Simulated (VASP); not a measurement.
Input of a VASP 6.6.1 run:

File POSCAR:

```
GaN
1.0
    3.1799996605      0.0000000000      0.0000000000
   -1.5899998303      2.7264208851      0.0000000000
    0.0000000000      0.0000000000      5.1660000000
Ga N
2 2
Direct
    0.3333333333      0.6666666667      0.0000000000
    0.6666666667      0.3333333333      0.5000000000
    0.3333333333      0.6666666667      0.3750000000
    0.6666666667      0.3333333333      0.8750000000
```

File INCAR.step1:

```
SYSTEM = GaN
ALGO = Normal
EDIFF = 1E-4
ENCUT = 520
GGA = PE
ISMEAR = 0
LASPH = .True.
LCHARG = .False.
LREAL = .False.
LWAVE = .True.
NBANDS = 26
NELM = 60
PREC = Accurate
SIGMA = 0.05
```

The input INCAR.step2:

```
SYSTEM = GaN
ALGO = Normal
EDIFF = 1E-7
ENCUT = 520
ISIF = 2
ISMEAR = 0
ISTART = 1
LASPH = .True.
LCHARG = .False.
LMIXTAU = .True.
LREAL = .False.
LWAVE = .False.
METAGGA = R2SCAN
NBANDS = 26
NELM = 60
PREC = Accurate
SIGMA = 0.05
```

The input KPOINTS:

```
k-points
0
Gamma
  12 12 6
  0 0 0
```

Potentials or basis: VASP PAW PBE potentials, release 64 (Ga_d, N).

The run is started by

```sh
$ cat potpaw_PBE.64/Ga_d/POTCAR potpaw_PBE.64/N/POTCAR > POTCAR
$ cp INCAR.step1 INCAR
$ mpirun -np 1 vasp_std > vasp.out
$ cp INCAR.step2 INCAR
$ mpirun -np 1 vasp_std > vasp.out
```

Problem. What does it give for the largest force?

Solution. 0.132 eV/Å.

Problem. What does it give for the band gap on the k mesh?

Solution. 2.41 eV, direct.

Stress tensor (GPa, compression positive):
```
2.65 0.00 0.00
0.00 6.00 0.00
0.00 0.00 4.21
```

Caveat: the cell differs from its parent crystal (strain -0.0100 x Voigt [0, 1, 0, 0, 0, 0]); the PAW data sets were made with another functional, which shifts forces and pressure a little.
